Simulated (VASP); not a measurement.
# Al6H in VASP: further runs

Al6H is run at these levels: PBE; tasks: single point.

All numbers are computed with VASP 6.6.1; they aren't measurements. Logs are shortened: lines on timing, memory, paths and dates and some standing lists are left out, and cuts for length are marked.

### 1 The cell of the first run

The cell holds a slab with vacuum, 14 atoms: a = 5.714 Å, b = 5.714 Å, c = 22.175 Å, α = 90.00°, β = 90.00°, γ = 90.00°.

### 2 Single point, PBE

INCAR

```
SYSTEM = Al6H
PREC = Accurate
ENCUT = 520
EDIFF = 1E-6
ISMEAR = 0
SIGMA = 0.1
LREAL = .FALSE.
LASPH = .TRUE.
NELM = 80
ALGO = Normal
ISIF = 2
LWAVE = .FALSE.
LCHARG = .TRUE.
LDIPOL = .TRUE.
IDIPOL = 3
DIPOL = 0.5 0.5 0.307
GGA = PE
LELF = .TRUE.
LVHAR = .TRUE.
LVACPOTAV = .TRUE.
NBANDS = 32
```

KPOINTS

```
regular mesh
0
G
  5 5 1
  0 0 0
```

POSCAR

```
Al6H
1.0
    5.7135165837      0.0000000000      0.0000000000
    0.0000000000      5.7135165837      0.0000000000
    0.0000000000      0.0000000000     22.1746954317
Al H
12 2
Direct
    0.2500000000      0.2500000000      0.1803857921
    0.2500000000      0.7500000000      0.1803857921
    0.7500000000      0.2500000000      0.1803857921
    0.7500000000      0.7500000000      0.1803857921
    0.0000000000      0.0000000000      0.2744050922
    0.0000000000      0.5000000000      0.2744050922
    0.5000000000      0.0000000000      0.2744050922
    0.5000000000      0.5000000000      0.2744050922
    0.2500000000      0.2500000000      0.3686497277
    0.2500000000      0.7500000000      0.3686497277
    0.7500000000      0.2500000000      0.3686497277
    0.7500000000      0.7500000000      0.3686497277
    0.2500000000      0.9343661658      0.5039390717
    0.2500000000      1.0656338342      0.5039390717
```

Potentials or basis: VASP PAW PBE potentials, release 64 (Al, H).

Launch:

```console
$ cat potpaw_PBE.64/Al/POTCAR potpaw_PBE.64/H/POTCAR > POTCAR
$ mpirun -np 1 vasp_std > vasp.out
```

OUTCAR:

```text
SYSTEM = Al6H
   PREC = Accurate
   ENCUT = 520
   EDIFF = 1E-6
   ISMEAR = 0
   LREAL = .FALSE.
   LASPH = .TRUE.
   NELM = 80
   ISIF = 2
   GGA = PE

 ion  position               nearest neighbor table
   1  0.250  0.250  0.180-   2 2.86   3 2.86   2 2.86   3 2.86   7 2.90   8 2.90   5 2.90   6 2.90

   2  0.250  0.750  0.180-   1 2.86   4 2.86   1 2.86   4 2.86   7 2.90   8 2.90   5 2.90   6 2.90

   3  0.750  0.250  0.180-   1 2.86   4 2.86   4 2.86   1 2.86   7 2.90   8 2.90   5 2.90   6 2.90
[... 15 lines left out ...]
  11  0.750  0.250  0.369-   9 2.86  12 2.86  12 2.86   9 2.86   5 2.91   6 2.91   7 2.91   8 2.91

  12  0.750  0.750  0.369-  10 2.86  11 2.86  11 2.86  10 2.86   5 2.91   6 2.91   7 2.91   8 2.91

  13  0.250  0.934  0.504-  14 0.75
  14  0.250  0.066  0.504-  13 0.75

  LATTYP: Found a simple tetragonal cell.
 ALAT       =     5.7135165837
 C/A-ratio  =     3.8810940875

  Lattice vectors:

 A1 = (   5.7135165837,   0.0000000000,   0.0000000000)
 A2 = (   0.0000000000,   5.7135165837,   0.0000000000)
 A3 = (   0.0000000000,   0.0000000000,  22.1746954317)

Analysis of symmetry for initial positions (statically):
=====================================================================
 Subroutine PRICEL returns:
 Original cell was already a primitive cell.

 Routine SETGRP: Setting up the symmetry group for a
 simple tetragonal supercell.

 Subroutine GETGRP returns: Found  4 space group operations
 (whereof  2 operations were pure point group operations)
 out of a pool of 16 trial point group operations.

The static configuration has the point symmetry C_1h.
 The point group associated with its full space group is C_2v.

Analysis of symmetry for dynamics (positions and initial velocities):
=====================================================================
 Subroutine PRICEL returns:
 Original cell was already a primitive cell.

 Routine SETGRP: Setting up the symmetry group for a
 simple tetragonal supercell.

 Subroutine GETGRP returns: Found  4 space group operations
 (whereof  2 operations were pure point group operations)
 out of a pool of 16 trial point group operations.

The dynamic configuration has the point symmetry C_1h.
 The point group associated with its full space group is C_2v.

 Subroutine INISYM returns: Found  4 space group operations
 (whereof  2 operations are pure point group operations),
 and found     1 'primitive' translations

----------------------------------------------------------------------------------------

                                     Primitive cell

  volume of cell :     723.8768

  direct lattice vectors                    reciprocal lattice vectors
     5.713516584  0.000000000  0.000000000     0.175023558  0.000000000  0.000000000
     0.000000000  5.713516584  0.000000000     0.000000000  0.175023558  0.000000000
     0.000000000  0.000000000 22.174695432     0.000000000  0.000000000  0.045096448

  length of vectors
     5.713516584  5.713516584 22.174695432     0.175023558  0.175023558  0.045096448

  position of ions in fractional coordinates (direct lattice)
     0.250000000  0.250000000  0.180385792
     0.250000000  0.750000000  0.180385792
     0.750000000  0.250000000  0.180385792
     0.750000000  0.750000000  0.180385792
     0.000000000  0.000000000  0.274405092
     0.000000000  0.500000000  0.274405092
     0.500000000  0.000000000  0.274405092
     0.500000000  0.500000000  0.274405092
     0.250000000  0.250000000  0.368649728
     0.250000000  0.750000000  0.368649728
     0.750000000  0.250000000  0.368649728
     0.750000000  0.750000000  0.368649728
     0.250000000  0.934366166  0.503939072
     0.250000000  0.065633834  0.503939072

  ion indices of the primitive-cell ions
   primitive index   ion index
                 1           1
                 2           2
                 3           3
                 4           4
                 5           5
                 6           6
                 7           7
                 8           8
                 9           9
                10          10
                11          11
                12          12
                13          13
                14          14

----------------------------------------------------------------------------------------

 KPOINTS: regular mesh

Automatic generation of k-mesh.
 Grid dimensions read from file:
 generate k-points for:    5    5    1

 Generating k-lattice:

  Cartesian coordinates                     Fractional coordinates (reciprocal lattice)
     0.035004712  0.000000000  0.000000000     0.200000000  0.000000000  0.000000000
     0.000000000  0.035004712  0.000000000     0.000000000  0.200000000  0.000000000
     0.000000000  0.000000000  0.045096448     0.000000000  0.000000000  1.000000000

  Length of vectors
     0.035004712  0.035004712  0.045096448

  Shift w.r.t. Gamma in fractional coordinates (k-lattice)
     0.000000000  0.000000000  0.000000000

 Subroutine IBZKPT returns following result:
 ===========================================

 Found      9 irreducible k-points:

 Following reciprocal coordinates:
            Coordinates               Weight
  0.000000  0.000000  0.000000      1.000000
  0.200000  0.000000  0.000000      2.000000
  0.000000  0.200000  0.000000      2.000000
  0.400000  0.000000  0.000000      2.000000
  0.000000  0.400000  0.000000      2.000000
  0.200000  0.200000  0.000000      4.000000
  0.400000  0.200000  0.000000      4.000000
 -0.200000  0.400000  0.000000      4.000000
  0.400000  0.400000  0.000000      4.000000
   k-points           NKPTS =      9   k-points in BZ     NKDIM =      9   number of bands    NBANDS=     32
   number of dos      NEDOS =    301   number of ions     NIONS =     14
   total plane-waves  NPLWV = 296352
   dimension x,y,z NGX =    42 NGY =   42 NGZ =  168
   dimension x,y,z NGXF=    84 NGYF=   84 NGZF=  336
   ions per type =              12   2
   NGX,Y,Z   is equivalent  to a cutoff of  12.22, 12.22, 12.60 a.u.
   NGXF,Y,Z  is equivalent  to a cutoff of  24.44, 24.44, 25.19 a.u.
 SYSTEM =  Al6H
   PREC   = accura    normal or accurate (medium, high low for compatibility)
   ISTART =      0    job   : 0-new  1-cont  2-samecut
   ICHARG =      2    charge: 1-file 2-atom 10-const
   ISPIN  =      1    spin polarized calculation?
   LNONCOLLINEAR =      F non collinear calculations
   LSORBIT =      F    spin-orbit coupling
   LASPH  =      T    aspherical Exc in radial PAW
   ENCUT  =  520.0 eV  38.22 Ry    6.18 a.u.  10.62 10.62 41.23*2*pi/ulx,y,z
   NELM   =     80;   NELMIN=  2; NELMDL= -5     # of ELM steps
   EDIFF  = 0.1E-05   stopping-criterion for ELM
   LREAL  =      F    real-space projection
   EDIFFG = 0.1E-04   stopping-criterion for IOM
   NSW    =      0    number of steps for IOM
   IBRION =     -1    ionic relax: 0-MD 1-quasi-New 2-CG
   NFREE  =      0    steps in history (QN), initial steepest desc. (CG)
   ISIF   =      2    stress and relaxation
   ISYM   =      2    0-nonsym 1-usesym 2-fastsym
   POTIM  = 0.5000    time-step for ionic-motion
   TEBEG  =    0.0;   TEEND  =   0.0 temperature during run
   PSTRESS=    0.0 pullay stress
   NELECT =      38.0000    total number of electrons
   NUPDOWN=      -1.0000    fix difference up-down
   EMIN   =  10.00;   EMAX   =-10.00  energy-range for DOS
   EFERMI =   0.00;   METHOD = LEGACY
   ISMEAR =     0;   SIGMA  =   0.10  broadening in eV -4-tet -1-fermi 0-gaus
   EFERMI_NEDOS =   21; number of points for ismear=-14 and -15
   IALGO  =     38    algorithm
   IMIX   =      4    mixing-type and parameters
     AMIX     =   0.40;   BMIX     =  1.00
     AMIX_MAG =   1.60;   BMIX_MAG =  1.00
  volume/ion in A,a.u.               =      51.71       348.93
  Fermi-wavevector in a.u.,A,eV,Ry     =   0.612982  1.158368  5.112350  0.375747
  Thomas-Fermi vector in A             =   1.669467
   LORBIT       =      0    0 simple, 1 ext, 2 COOP (PROOUT), +10 PAW based schemes
   GGA     = PE    functional components
   LHFCALC =     F    Hartree Fock is set to
   AEXX    =    0.0000 exact exchange contribution
   IVDW    =     0    specifies the selected vdW correction
   LEPSILON=     F    determine dielectric tensor
   LRPA    =     F    only Hartree local field effects (RPA)
 non-spin polarized calculation
 Gauss-broadening in eV      SIGMA  =   0.10
  energy-cutoff  :      520.00
  volume of cell :      723.88
 maximum number of plane-waves:     19525
   NGX = 21   NGY = 21   NGZ = 83

 dipolmoment           0.000000      0.000000      0.000013 electrons x Angstroem

 number of electron      38.0000000 magnetization

 dipolmoment           0.000000      0.000000     -0.016150 electrons x Angstroem

 Free energy of the ion-electron system (eV)
  ---------------------------------------------------
  ext. energy  EPLUGINS =         0.00000000
  ---------------------------------------------------
  free energy    TOTEN  =       -47.99886921 eV

  energy without entropy =      -47.97965657  energy(sigma->0) =      -47.98926289

 E-fermi :  -0.9714     XC(G=0):  -3.9068

 val. band max:       -1.0385367618   @ k =   0.0000   0.4000   0.0000
 cond. band min:      -0.9516456574   @ k =   0.0000   0.0000   0.0000
 fundamental gap:      0.0868911043
 Fermi energy:        -0.9714445836

 k-point     1 :       0.0000    0.0000    0.0000
  band No.  band energies     occupation
      1     -11.0223      2.00000
      2      -8.9274      2.00000
      3      -7.1353      2.00000
      4      -6.6289      2.00000
      5      -6.6235      2.00000
      6      -6.5171      2.00000
[... 295 lines left out ...]
     30       2.0954      0.00000
     31       2.5175      0.00000
 [bands above 31 left out]

------------------------ aborting loop because EDIFF is reached ----------------------------------------

  FORCE on cell =-STRESS in cart. coord.  units (eV):
  Direction    XX          YY          ZZ          XY          YZ          ZX
  --------------------------------------------------------------------------------------
  -------------------------------------------------------------------------------------
  Total       -7.6906779     -7.5174343      0.1393392      0.0000000      0.0000000      0.0000000
  in kB      -17.0219989    -16.6385538      0.3084034      0.0000000      0.0000000      0.0000000
  external PRESSURE =     -11.1173831 kB  Pullay stress =       0.0000000 kB

 VOLUME and BASIS-vectors are now :
 -----------------------------------------------------------------------------
  energy-cutoff  :      520.00
  volume of cell :      723.88
      direct lattice vectors                 reciprocal lattice vectors
     5.713516584  0.000000000  0.000000000     0.175023558  0.000000000  0.000000000
     0.000000000  5.713516584  0.000000000     0.000000000  0.175023558  0.000000000
     0.000000000  0.000000000 22.174695432     0.000000000  0.000000000  0.045096448

 POSITION                                       TOTAL-FORCE (eV/Angst)
 -----------------------------------------------------------------------------------
      1.42838      1.42838      4.00000         0.000000      0.007788      0.016855
      1.42838      4.28514      4.00000         0.000000     -0.007788      0.016855
      4.28514      1.42838      4.00000         0.000000      0.003311      0.015247
      4.28514      4.28514      4.00000         0.000000     -0.003311      0.015247
      0.00000      0.00000      6.08485        -0.011622     -0.000000      0.005090
      0.00000      2.85676      6.08485         0.003425     -0.000000      0.010011
      2.85676      0.00000      6.08485         0.011622     -0.000000      0.005090
      2.85676      2.85676      6.08485        -0.003425     -0.000000      0.010011
      1.42838      1.42838      8.17470         0.000000      0.043607     -0.096786
      1.42838      4.28514      8.17470         0.000000     -0.043607     -0.096786
      4.28514      1.42838      8.17470         0.000000      0.000947     -0.034930
      4.28514      4.28514      8.17470         0.000000     -0.000947     -0.034930
      1.42838      5.33852     11.17470         0.000000     -0.023597      0.084513
      1.42838      0.37500     11.17470         0.000000      0.023597      0.084513
 -----------------------------------------------------------------------------------
    total drift:                               -0.000000      0.000000      0.000246

  FREE ENERGIE OF THE ION-ELECTRON SYSTEM (eV)
  ---------------------------------------------------
  free  energy   TOTEN  =       -47.9988692116 eV

  energy  without entropy=      -47.9796565722  energy(sigma->0) =      -47.98926289

 vacuum level on the upper side and lower side of the slab         3.457         3.547
```

It took 3.7 min on 1 thread of AMD EPYC 9R45 (Zen 5), shared host; peak memory 0.66 GiB.

Results:

```
Free energy            : -47.9989 eV
Largest force          : 0.106 eV/Å
Band gap on the k mesh : zero (bands 19 and 20 overlap by 0.54 eV)
```

Forces on the atoms (eV/Å):
```
Al   0.000  0.008  0.017
Al   0.000 -0.008  0.017
Al   0.000  0.003  0.015
Al   0.000 -0.003  0.015
Al  -0.012  0.000  0.005
Al   0.003  0.000  0.010
Al   0.012  0.000  0.005
Al  -0.003  0.000  0.010
Al   0.000  0.044 -0.097
Al   0.000 -0.044 -0.097
Al   0.000  0.001 -0.035
Al   0.000 -0.001 -0.035
H    0.000 -0.024  0.085
H    0.000  0.024  0.085
```

Levels at points of the mesh, in eV from the Fermi level:
| k point | band 17 | band 18 | band 19 | band 20 | band 21 | band 22 |
| --- | --- | --- | --- | --- | --- | --- |
| (0.00, 0.00, 0.00) | -0.75 | -0.67 | -0.32 | 0.02 | 0.03 | 0.06 |

### 3 Single point, PBE

INCAR

```
PREC = Accurate
ENCUT = 520
EDIFF = 1E-7
ISMEAR = 0
SIGMA = 0.1
LREAL = F
LASPH = T
NELM = 60
ALGO = Normal
ISIF = 2
LWAVE = F
LCHARG = T
LDIPOL = T
IDIPOL = 3
DIPOL = 0.5 0.5 0.297
GGA = PE
LELF = T
LVHAR = T
LVACPOTAV = T
NBANDS = 32
```

KPOINTS

```
regular mesh
0
Gamma
  5 5 1
```

Edit POSCAR of step 2 so:

```diff
@@ -20,3 +20,3 @@
     0.7500000000      0.7500000000      0.3686497277
-    0.2500000000      0.9343661658      0.5039390717
-    0.2500000000      1.0656338342      0.5039390717
+    0.2500000000      0.8966485891      0.4322357194
+    0.2500000000      1.1033514109      0.4322357194
```

Potentials or basis: VASP PAW PBE potentials, release 64 (Al, H).

Launch:

```console
$ cat potpaw_PBE.64/Al/POTCAR potpaw_PBE.64/H/POTCAR > POTCAR
$ mpirun -np 1 vasp_std > vasp.out
```

It took 4.3 min on 1 thread of AMD EPYC 9R45 (Zen 5), shared host; peak memory 0.64 GiB.

The run converged. Its results:

```
Free energy            : -46.8738 eV
Largest force          : 1.208 eV/Å
Band gap on the k mesh : zero (bands 19 and 20 overlap by 0.81 eV)
```

Forces on the atoms (eV/Å):
```
Al   0.000 -0.024  0.147
Al   0.000  0.024  0.147
Al   0.000  0.028 -0.102
Al   0.000 -0.028 -0.102
Al   0.056  0.000  0.221
Al  -0.087  0.000  0.075
Al  -0.056  0.000  0.221
Al   0.087  0.000  0.075
Al   0.000  0.884 -0.823
Al   0.000 -0.884 -0.823
Al   0.000  0.088 -0.062
Al   0.000 -0.088 -0.062
H    0.000 -0.099  0.544
H    0.000  0.099  0.544
```

Levels at points of the mesh, in eV from the Fermi level:
| k point | band 16 | band 17 | band 18 | band 19 | band 20 | band 21 | band 22 | band 23 |
| --- | --- | --- | --- | --- | --- | --- | --- | --- |
| (0.00, 0.00, 0.00) | -1.52 | -0.85 | -0.52 | -0.50 | -0.20 | -0.13 | -0.12 | 0.36 |

### 4 Single point, PBE

INCAR

```
PREC = Accurate ; ENCUT = 520
EDIFF = 1E-6 ; ISMEAR = 0
SIGMA = 0.1 ; LREAL = False
LASPH = True ; NELM = 60
ALGO = Normal ; ISIF = 2
LWAVE = False ; LCHARG = False
LDIPOL = True ; IDIPOL = 3
DIPOL = 0.5 0.5 0.301 ; GGA = PE
NBANDS = 32
```

KPOINTS is that of step 3.

Edit POSCAR of step 3 so:

```diff
@@ -20,3 +20,3 @@
     0.7500000000      0.7500000000      0.3686497277
-    0.2500000000      0.8966485891      0.4322357194
-    0.2500000000      1.1033514109      0.4322357194
+    0.2500000000      0.8966485891      0.4610974461
+    0.2500000000      1.1033514109      0.4610974461
```

Launch:

```console
$ cat potpaw_PBE.64/Al/POTCAR potpaw_PBE.64/H/POTCAR > POTCAR
$ mpirun -np 1 vasp_std > vasp.out
```

It took 3.8 min on 1 thread of AMD EPYC 9R45 (Zen 5), shared host; peak memory 0.64 GiB.

It converged, with:

- Free energy: -46.5783 eV
- Largest force: 2.566 eV/Å
- Band gap on the k mesh: zero (bands 19 and 20 overlap by 0.73 eV)

Forces on the atoms (eV/Å):
```
Al   0.000 -0.012  0.081
Al   0.000  0.012  0.081
Al   0.000  0.023 -0.040
Al   0.000 -0.023 -0.040
Al  -0.097  0.000  0.071
Al   0.014  0.000  0.021
Al   0.097  0.000  0.071
Al  -0.014  0.000  0.021
Al   0.000  0.303  0.140
Al   0.000 -0.303  0.140
Al   0.000 -0.007 -0.026
Al   0.000  0.007 -0.026
H    0.000  2.554 -0.247
H    0.000 -2.554 -0.247
```

Levels at points of the mesh, in eV from the Fermi level:
| k point | band 16 | band 17 | band 18 | band 19 | band 20 | band 21 | band 22 | band 23 |
| --- | --- | --- | --- | --- | --- | --- | --- | --- |
| (0.00, 0.00, 0.00) | -1.20 | -0.80 | -0.65 | -0.45 | -0.14 | -0.08 | -0.07 | 0.03 |

### 5 Single point, PBE

INCAR

```
SYSTEM = Al6H
PREC = Accurate ; ENCUT = 520
EDIFF = 1E-7 ; ISMEAR = 0
SIGMA = 0.1 ; LREAL = .False.
LASPH = .True. ; NELM = 60
ALGO = Normal ; ISIF = 2
LWAVE = .False. ; LCHARG = .False.
LDIPOL = .True. ; IDIPOL = 3
DIPOL = 0.5 0.5 0.307 ; GGA = PE
NBANDS = 32
```

KPOINTS

```
Automatic mesh
0
Gamma
  5 5 1
  0 0 0
```

Edit POSCAR of step 4 so:

```diff
@@ -20,3 +20,3 @@
     0.7500000000      0.7500000000      0.3686497277
-    0.2500000000      0.8966485891      0.4610974461
-    0.2500000000      1.1033514109      0.4610974461
+    0.2500000000      0.8966485891      0.5039390717
+    0.2500000000      1.1033514109      0.5039390717
```

Launch:

```console
$ cat potpaw_PBE.64/Al/POTCAR potpaw_PBE.64/H/POTCAR > POTCAR
$ mpirun -np 1 vasp_std > vasp.out
```

Run time: 4 min. Hardware: 1 thread of AMD EPYC 9R45 (Zen 5), shared host; peak memory 0.64 GiB.

Results (log left out):

* Free energy: -46.5493 eV
* Largest force: 4.475 eV/Å
* Band gap on the k mesh: zero (bands 19 and 20 overlap by 0.57 eV)

Forces in eV/Å, atoms in the order of the input:
```
Al   0.000  0.014  0.018
Al   0.000 -0.014  0.018
Al   0.000  0.004  0.015
Al   0.000 -0.004  0.015
Al  -0.016  0.000  0.004
Al   0.009  0.000  0.012
Al   0.016  0.000  0.004
Al  -0.009  0.000  0.012
Al   0.000  0.046 -0.049
Al   0.000 -0.046 -0.049
Al   0.000  0.000 -0.030
Al   0.000  0.000 -0.030
H    0.000  4.475  0.032
H    0.000 -4.475  0.032
```

Levels at points of the mesh, in eV from the Fermi level:
| k point | band 16 | band 17 | band 18 | band 19 | band 20 | band 21 | band 22 | band 23 |
| --- | --- | --- | --- | --- | --- | --- | --- | --- |
| (0.00, 0.00, 0.00) | -0.79 | -0.74 | -0.67 | -0.33 | 0.02 | 0.03 | 0.06 | 0.06 |

### 6 The runs side by side

| cell | gap on the mesh (eV) | largest force (eV/Å) |
| --- | --- | --- |
| as given, atomic positions A | none | 0.11 |
| as given, atomic positions B | none | 1.21 |
| as given, atomic positions C | none | 2.57 |
| as given, atomic positions D | none | 4.48 |

Alike in all rows: task single point; level PBE; potentials or basis VASP PAW PBE potentials, release 64 (Al, H); no spin polarisation; k mesh 5 × 5 × 1; cutoff (eV) 520; smearing gaussian 0.1 eV.

Total energies depend on the potentials used, so only differences within one code and one set of settings carry meaning.

The gap in the log of VASP goes by the Fermi energy; the results here count the filled bands.